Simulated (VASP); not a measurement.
Crystal: LiF.

```xyz
2
Lattice="0.0000 2.0140 2.0140 2.0140 0.0000 2.0140 2.0140 2.0140 0.0000" Properties=species:S:1:pos:R:3 pbc="T T T"
Li    0.0000    0.0000    0.0000
F     2.0140    2.0140    2.0140
```

Base run:

| Quantity | Value |
| --- | --- |
| Program | VASP 6.6.1 |
| Functional | LDA |
| Potentials or basis | VASP PAW LDA potentials, release 64 (Li_sv, F) |
| Cutoff | 750 eV |
| k mesh | 10 × 10 × 10 |
| Occupations | fermi-dirac, width 0.03 eV |
| Spin | no spin polarisation |

Its results: band gap on the k mesh 8.83 eV; pressure -6.9 GPa.

The run is repeated on the same cell with these changes: functional from LDA to r2SCAN; potentials or basis from VASP PAW LDA potentials, release 64 (Li_sv, F) to VASP PAW PBE potentials, release 64 (Li_sv, F); cutoff from 750 eV to 830 eV. What comes out?

Band gap on the k mesh 10.26 eV; pressure -2.5 GPa.

Caveats: the cell stands under tension (at least some runs); the PAW data sets were made with another functional, which shifts forces and pressure a little (at least some runs).

A k mesh can miss the band edges.
